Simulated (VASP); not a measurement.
# GaP (F-43m) in VASP: notebook

Runs on GaP. Level: LDA. Tasks: single point.

Program: VASP 6.6.1. These are calculated values, not measurements. Logs are shortened: lines on timing, memory, paths and dates and some standing lists are left out, and cuts for length are marked.

## Step 1: The cell of the first run

The structure is cubic, space group F-43m (No. 216). Conventional cell: a = 5.546 Å, b = 5.546 Å, c = 5.546 Å, α = 90.00°, β = 90.00°, γ = 90.00°. Ga (site symmetry -43m) has 4 P at 2.40 Å within 3.2 Å. P (site symmetry -43m) has 4 Ga at 2.40 Å within 3.2 Å.

## Step 2: Single point, LDA

INCAR reads:

```
ALGO     = Normal         # electronic algorithm
EDIFF    = 1E-7           # SCF threshold, eV
ENCUT    = 520            # plane-wave cutoff, eV
GGA      = CA             # functional
ISIF     = 2              # what is computed and relaxed
ISMEAR   = -1             # smearing method
LASPH    = True           # aspherical terms in the spheres
LCHARG   = False          # write CHGCAR
LREAL    = False          # projectors in reciprocal space
LWAVE    = False          # write WAVECAR
NBANDS   = 16             # bands
NELM     = 60             # most SCF steps
PREC     = Accurate       # precision mode
SIGMA    = 0.05           # smearing width, eV
```

KPOINTS reads:

```
k-points
0
Gamma
  6 6 6
```

POSCAR reads:

```
GaP
1.0
    0.0000000000      2.7728622224      2.7728622224
    2.7728622224      0.0000000000      2.7728622224
    2.7728622224      2.7728622224      0.0000000000
Ga P
1 1
Direct
    0.0000000000      0.0000000000      0.0000000000
    0.2500000000      0.2500000000      0.2500000000
```

Potentials or basis: VASP PAW LDA potentials, release 64 (Ga_d, P).

On the command line:

```console
$ cat potpaw_LDA.64/Ga_d/POTCAR potpaw_LDA.64/P/POTCAR > POTCAR
$ mpirun -np 1 vasp_std > vasp.out
```

OUTCAR:

```text
EDIFF = 1E-7
   ENCUT = 520
   GGA = CA
   ISIF = 2
   ISMEAR = -1
   LASPH = True
   LREAL = False
   NELM = 60
   PREC = Accurate

 ion  position               nearest neighbor table
   1  0.000  0.000  0.000-   2 2.40   2 2.40   2 2.40   2 2.40
   2  0.250  0.250  0.250-   1 2.40   1 2.40   1 2.40   1 2.40

  LATTYP: Found a face centered cubic cell.
 ALAT       =     5.5457244448

  Lattice vectors:

 A1 = (   0.0000000000,   2.7728622224,   2.7728622224)
 A2 = (   2.7728622224,   0.0000000000,   2.7728622224)
 A3 = (   2.7728622224,   2.7728622224,   0.0000000000)

Analysis of symmetry for initial positions (statically):
=====================================================================
 Subroutine PRICEL returns:
 Original cell was already a primitive cell.

 Routine SETGRP: Setting up the symmetry group for a
 face centered cubic supercell.

 Subroutine GETGRP returns: Found 24 space group operations
 (whereof 24 operations were pure point group operations)
 out of a pool of 48 trial point group operations.

The static configuration has the point symmetry T_d .

Analysis of symmetry for dynamics (positions and initial velocities):
=====================================================================
 Subroutine PRICEL returns:
 Original cell was already a primitive cell.

 Routine SETGRP: Setting up the symmetry group for a
 face centered cubic supercell.

 Subroutine GETGRP returns: Found 24 space group operations
 (whereof 24 operations were pure point group operations)
 out of a pool of 48 trial point group operations.

The dynamic configuration has the point symmetry T_d .

 Subroutine INISYM returns: Found 24 space group operations
 (whereof 24 operations are pure point group operations),
 and found     1 'primitive' translations

----------------------------------------------------------------------------------------

                                     Primitive cell

  volume of cell :      42.6398

  direct lattice vectors                    reciprocal lattice vectors
     0.000000000  2.772862222  2.772862222    -0.180319093  0.180319093  0.180319093
     2.772862222  0.000000000  2.772862222     0.180319093 -0.180319093  0.180319093
     2.772862222  2.772862222  0.000000000     0.180319093  0.180319093 -0.180319093

  length of vectors
     3.921419362  3.921419362  3.921419362     0.312321830  0.312321830  0.312321830

  position of ions in fractional coordinates (direct lattice)
     0.000000000  0.000000000  0.000000000
     0.250000000  0.250000000  0.250000000

  ion indices of the primitive-cell ions
   primitive index   ion index
                 1           1
                 2           2

----------------------------------------------------------------------------------------

 KPOINTS: k-points

Automatic generation of k-mesh.
 Grid dimensions read from file:
 generate k-points for:    6    6    6

 Generating k-lattice:

  Cartesian coordinates                     Fractional coordinates (reciprocal lattice)
    -0.030053182  0.030053182  0.030053182     0.166666667  0.000000000  0.000000000
     0.030053182 -0.030053182  0.030053182     0.000000000  0.166666667  0.000000000
     0.030053182  0.030053182 -0.030053182     0.000000000  0.000000000  0.166666667

  Length of vectors
     0.052053638  0.052053638  0.052053638

  Shift w.r.t. Gamma in fractional coordinates (k-lattice)
     0.000000000  0.000000000  0.000000000

 Subroutine IBZKPT returns following result:
 ===========================================

 Found     16 irreducible k-points:

 Following reciprocal coordinates:
            Coordinates               Weight
  0.000000  0.000000  0.000000      1.000000
  0.166667  0.000000  0.000000      8.000000
  0.333333  0.000000  0.000000      8.000000
  0.500000  0.000000  0.000000      4.000000
  0.166667  0.166667  0.000000      6.000000
  0.333333  0.166667  0.000000     24.000000
[... 8 lines left out ...]
 -0.333333  0.333333  0.166667     24.000000
 -0.333333  0.500000  0.166667     12.000000
   k-points           NKPTS =     16   k-points in BZ     NKDIM =     16   number of bands    NBANDS=     16
   number of dos      NEDOS =    301   number of ions     NIONS =      2
   total plane-waves  NPLWV =  27000
   dimension x,y,z NGX =    30 NGY =   30 NGZ =   30
   dimension x,y,z NGXF=    60 NGYF=   60 NGZF=   60
   ions per type =               1   1
   NGX,Y,Z   is equivalent  to a cutoff of  12.72, 12.72, 12.72 a.u.
   NGXF,Y,Z  is equivalent  to a cutoff of  25.44, 25.44, 25.44 a.u.
 SYSTEM =  unknown system
   PREC   = accura    normal or accurate (medium, high low for compatibility)
   ISTART =      0    job   : 0-new  1-cont  2-samecut
   ICHARG =      2    charge: 1-file 2-atom 10-const
   ISPIN  =      1    spin polarized calculation?
   LNONCOLLINEAR =      F non collinear calculations
   LSORBIT =      F    spin-orbit coupling
   LASPH  =      T    aspherical Exc in radial PAW
   ENCUT  =  520.0 eV  38.22 Ry    6.18 a.u.   7.29  7.29  7.29*2*pi/ulx,y,z
   NELM   =     60;   NELMIN=  2; NELMDL= -5     # of ELM steps
   EDIFF  = 0.1E-06   stopping-criterion for ELM
   LREAL  =      F    real-space projection
   EDIFFG = 0.1E-05   stopping-criterion for IOM
   NSW    =      0    number of steps for IOM
   IBRION =     -1    ionic relax: 0-MD 1-quasi-New 2-CG
   NFREE  =      0    steps in history (QN), initial steepest desc. (CG)
   ISIF   =      2    stress and relaxation
   ISYM   =      2    0-nonsym 1-usesym 2-fastsym
   POTIM  = 0.5000    time-step for ionic-motion
   TEBEG  =    0.0;   TEEND  =   0.0 temperature during run
   PSTRESS=    0.0 pullay stress
   NELECT =      18.0000    total number of electrons
   NUPDOWN=      -1.0000    fix difference up-down
   EMIN   =  10.00;   EMAX   =-10.00  energy-range for DOS
   EFERMI =   0.00;   METHOD = LEGACY
   ISMEAR =    -1;   SIGMA  =   0.05  broadening in eV -4-tet -1-fermi 0-gaus
   EFERMI_NEDOS =   21; number of points for ismear=-14 and -15
   IALGO  =     38    algorithm
   IMIX   =      4    mixing-type and parameters
     AMIX     =   0.40;   BMIX     =  1.00
     AMIX_MAG =   1.60;   BMIX_MAG =  1.00
  volume/ion in A,a.u.               =      21.32       143.87
  Fermi-wavevector in a.u.,A,eV,Ry     =   1.228082  2.320739 20.520109  1.508185
  Thomas-Fermi vector in A             =   2.363021
   LORBIT       =      0    0 simple, 1 ext, 2 COOP (PROOUT), +10 PAW based schemes
   GGA     = CA    functional components
   LHFCALC =     F    Hartree Fock is set to
   AEXX    =    0.0000 exact exchange contribution
   IVDW    =     0    specifies the selected vdW correction
   LEPSILON=     F    determine dielectric tensor
   LRPA    =     F    only Hartree local field effects (RPA)
 non-spin polarized calculation
  energy-cutoff  :      520.00
  volume of cell :       42.64
 maximum number of plane-waves:      1167
 NGX is ok and might be reduce to    30
   NGX = 15   NGY = 15   NGZ = 15

 number of electron      18.0000012 magnetization

 Free energy of the ion-electron system (eV)
  ---------------------------------------------------
  ext. energy  EPLUGINS =         0.00000000
  ---------------------------------------------------
  free energy    TOTEN  =       -10.36424387 eV

  energy without entropy =      -10.36424373  energy(sigma->0) =      -10.36424380

 E-fermi :   4.6199     XC(G=0):  -9.9331

 val. band max:        3.9922857759   @ k =   0.0000   0.0000   0.0000
 cond. band min:       5.2033027011   @ k =   0.0000   0.0000   0.0000
 fundamental gap:      1.2110169251
 Fermi energy:         4.6198552874

 k-point     1 :       0.0000    0.0000    0.0000
  band No.  band energies     occupation
      1     -10.6413      2.00000
      2     -10.6413      2.00000
      3     -10.6413      2.00000
      4     -10.5581      2.00000
      5     -10.5581      2.00000
      6      -8.1408      2.00000
[... 8 lines left out ...]
     15      13.7085      0.00000
     16      13.7085      0.00000

 k-point     2 :       0.1667    0.0000    0.0000
  band No.  band energies     occupation
      1     -10.6575      2.00000
      2     -10.6348      2.00000
      3     -10.6348      2.00000
      4     -10.5579      2.00000
      5     -10.5579      2.00000
      6      -7.8080      2.00000
[... 8 lines left out ...]
     15      12.8734      0.00000
     16      13.5343      0.00000

 k-point     3 :       0.3333    0.0000    0.0000
  band No.  band energies     occupation
      1     -10.6876      2.00000
      2     -10.6244      2.00000
      3     -10.6244      2.00000
      4     -10.5551      2.00000
      5     -10.5551      2.00000
      6      -6.9227      2.00000
[... 8 lines left out ...]
     15      13.4868      0.00000
     16      13.4868      0.00000

 k-point     4 :       0.5000    0.0000    0.0000
  band No.  band energies     occupation
      1     -10.7018      2.00000
      2     -10.6208      2.00000
      3     -10.6208      2.00000
      4     -10.5520      2.00000
      5     -10.5520      2.00000
      6      -6.2195      2.00000
[... 8 lines left out ...]
     15      15.4757      0.00000
     16      15.4757      0.00000
[... 172 lines left out ...]
 k-point    14 :       0.5000    0.3333    0.1667
  band No.  band energies     occupation
      1     -10.7073      2.00000
      2     -10.6131      2.00000
      3     -10.6036      2.00000
      4     -10.5693      2.00000
      5     -10.5490      2.00000
      6      -6.1942      2.00000
[... 8 lines left out ...]
     15      15.3534      0.00000
     16      16.8327      0.00000

 k-point    15 :      -0.3333    0.3333    0.1667
  band No.  band energies     occupation
      1     -10.7120      2.00000
      2     -10.6133      2.00000
      3     -10.5980      2.00000
      4     -10.5667      2.00000
      5     -10.5516      2.00000
      6      -5.5949      2.00000
[... 8 lines left out ...]
     15      16.0154      0.00000
     16      16.3569      0.00000

 k-point    16 :      -0.3333    0.5000    0.1667
  band No.  band energies     occupation
      1     -10.7216      2.00000
      2     -10.6040      2.00000
      3     -10.5911      2.00000
      4     -10.5749      2.00000
      5     -10.5470      2.00000
      6      -5.3119      2.00000
[... 8 lines left out ...]
     15      15.6041      0.00000
     16      17.2115      0.00000

------------------------ aborting loop because EDIFF is reached ----------------------------------------

  FORCE on cell =-STRESS in cart. coord.  units (eV):
  Direction    XX          YY          ZZ          XY          YZ          ZX
  --------------------------------------------------------------------------------------
  -------------------------------------------------------------------------------------
  Total       -1.6544787     -1.6544787     -1.6544787      0.0000000      0.0000000      0.0000000
  in kB      -62.1665690    -62.1665690    -62.1665690      0.0000000      0.0000000      0.0000000
  external PRESSURE =     -62.1665690 kB  Pullay stress =       0.0000000 kB

 VOLUME and BASIS-vectors are now :
 -----------------------------------------------------------------------------
  energy-cutoff  :      520.00
  volume of cell :       42.64
      direct lattice vectors                 reciprocal lattice vectors
     0.000000000  2.772862222  2.772862222    -0.180319093  0.180319093  0.180319093
     2.772862222  0.000000000  2.772862222     0.180319093 -0.180319093  0.180319093
     2.772862222  2.772862222  0.000000000     0.180319093  0.180319093 -0.180319093

 POSITION                                       TOTAL-FORCE (eV/Angst)
 -----------------------------------------------------------------------------------
      0.00000      0.00000      0.00000         0.000000      0.000000      0.000000
      1.38643      1.38643      1.38643        -0.000000     -0.000000     -0.000000
 -----------------------------------------------------------------------------------
    total drift:                               -0.000000     -0.000000     -0.000000

  FREE ENERGIE OF THE ION-ELECTRON SYSTEM (eV)
  ---------------------------------------------------
  free  energy   TOTEN  =       -10.3642438659 eV

  energy  without entropy=      -10.3642437332  energy(sigma->0) =      -10.36424380
```

Run time: 9.3 s. Hardware: 1 thread of Intel Xeon Platinum 8488C (Sapphire Rapids), shared host; peak memory 0.14 GiB.

What came out:

* Free energy: -10.3642 eV
* Pressure: -6.2 GPa
* Band gap on the k mesh: 1.21 eV, direct

## Step 3: Single point, LDA

This run uses another cell than the first one, of 21.86 Å³/atom, 1.025 times its volume.

INCAR reads:

```
ALGO = Normal
EDIFF = 1E-6
ENCUT = 520
ISIF = 2
ISMEAR = -1
LASPH = True
LCHARG = False
LREAL = False
LWAVE = False
NBANDS = 16
NELM = 100
PREC = Accurate
SIGMA = 0.05
```

KPOINTS is that of step 2.

POSCAR reads:

```
GaP
1.0
    0.0000000000      2.7960671692      2.7960671692
    2.7960671692      0.0000000000      2.7960671692
    2.7960671692      2.7960671692      0.0000000000
Ga P
1 1
Direct
    0.0000000000      0.0000000000      0.0000000000
    0.2500000000      0.2500000000      0.2500000000
```

Potentials or basis: VASP PAW LDA potentials, release 64 (Ga_d, P).

On the command line:

```console
$ cat potpaw_LDA.64/Ga_d/POTCAR potpaw_LDA.64/P/POTCAR > POTCAR
$ mpirun -np 1 vasp_std > vasp.out
```

OUTCAR:

```text
EDIFF = 1E-6
   ENCUT = 520
   ISIF = 2
   ISMEAR = -1
   LASPH = True
   LREAL = False
   NELM = 100
   PREC = Accurate

 ion  position               nearest neighbor table
   1  0.000  0.000  0.000-   2 2.42   2 2.42   2 2.42   2 2.42
   2  0.250  0.250  0.250-   1 2.42   1 2.42   1 2.42   1 2.42

  LATTYP: Found a face centered cubic cell.
 ALAT       =     5.5921343384

  Lattice vectors:

 A1 = (   0.0000000000,   2.7960671692,   2.7960671692)
 A2 = (   2.7960671692,   0.0000000000,   2.7960671692)
 A3 = (   2.7960671692,   2.7960671692,   0.0000000000)

[... 477 lines left out ...]

  FORCE on cell =-STRESS in cart. coord.  units (eV):
  Direction    XX          YY          ZZ          XY          YZ          ZX
  --------------------------------------------------------------------------------------
  -------------------------------------------------------------------------------------
  Total       -2.0940994     -2.0940994     -2.0940994     -0.0000000      0.0000000     -0.0000000
  in kB      -76.7423481    -76.7423481    -76.7423481     -0.0000000      0.0000000     -0.0000000
  external PRESSURE =     -76.7423481 kB  Pullay stress =       0.0000000 kB

 VOLUME and BASIS-vectors are now :
 -----------------------------------------------------------------------------
  energy-cutoff  :      520.00
  volume of cell :       43.72
      direct lattice vectors                 reciprocal lattice vectors
     0.000000000  2.796067169  2.796067169    -0.178822600  0.178822600  0.178822600
     2.796067169  0.000000000  2.796067169     0.178822600 -0.178822600  0.178822600
     2.796067169  2.796067169  0.000000000     0.178822600  0.178822600 -0.178822600

 POSITION                                       TOTAL-FORCE (eV/Angst)
 -----------------------------------------------------------------------------------
      0.00000      0.00000      0.00000        -0.000000     -0.000000     -0.000000
      1.39803      1.39803      1.39803         0.000000      0.000000      0.000000
 -----------------------------------------------------------------------------------
    total drift:                               -0.000000     -0.000000     -0.000000

  FREE ENERGIE OF THE ION-ELECTRON SYSTEM (eV)
  ---------------------------------------------------
  free  energy   TOTEN  =       -10.3174721063 eV

  energy  without entropy=      -10.3174713725  energy(sigma->0) =      -10.31747174
```

OSZICAR:

```text
N       E                     dE             d eps       ncg     rms          rms(c)
DAV:   1     0.863826378144E+02    0.86383E+02   -0.90005E+03   512   0.162E+03
DAV:   2    -0.328363826698E+01   -0.89666E+02   -0.84717E+02   560   0.329E+02
DAV:   3    -0.104853457484E+02   -0.72017E+01   -0.71720E+01   664   0.694E+01
DAV:   4    -0.106083315932E+02   -0.12299E+00   -0.12296E+00   624   0.996E+00
DAV:   5    -0.106110966866E+02   -0.27651E-02   -0.27650E-02   632   0.135E+00    0.395E+00
DAV:   6    -0.103624587134E+02    0.24864E+00   -0.35192E-01   808   0.934E+00    0.250E+00
DAV:   7    -0.103225068847E+02    0.39952E-01   -0.69358E-02   672   0.174E+00    0.969E-01
DAV:   8    -0.103174692309E+02    0.50377E-02   -0.10232E-02   608   0.109E+00    0.133E-01
DAV:   9    -0.103174578557E+02    0.11375E-04   -0.94767E-04   784   0.422E-01    0.697E-02
DAV:  10    -0.103174654249E+02   -0.75692E-05   -0.44902E-05   632   0.618E-02    0.327E-02
DAV:  11    -0.103174722967E+02   -0.68718E-05   -0.90508E-06   616   0.470E-02    0.590E-03
DAV:  12    -0.103174721063E+02    0.19040E-06   -0.57545E-07   488   0.710E-03
   1 F= -.10317472E+02 E0= -.10317472E+02  d E =-.733750E-06
```

stdout:

```text
POSCAR found type information on POSCAR GaP
 POSCAR found :  2 types and       2 ions
 scaLAPACK will be used
 LDA part: xc-table for (Slater(with rela. corr.)+CA(PZ))
 , standard interpolation
 POSCAR, INCAR and KPOINTS ok, starting setup
 FFT: planning ... GRIDC
 FFT: planning ... GRID_SOFT
 FFT: planning ... GRID
 WAVECAR not read
 entering main loop
```

It took 9.7 s on 1 thread of Intel Xeon Platinum 8488C (Sapphire Rapids), shared host; peak memory 0.15 GiB.

What came out:

```
Free energy            : -10.3175 eV
Pressure               : -7.7 GPa
Band gap on the k mesh : 1.01 eV, direct
```

A k mesh can miss the band edges. As with any semilocal functional, this LDA gap is likely too small.
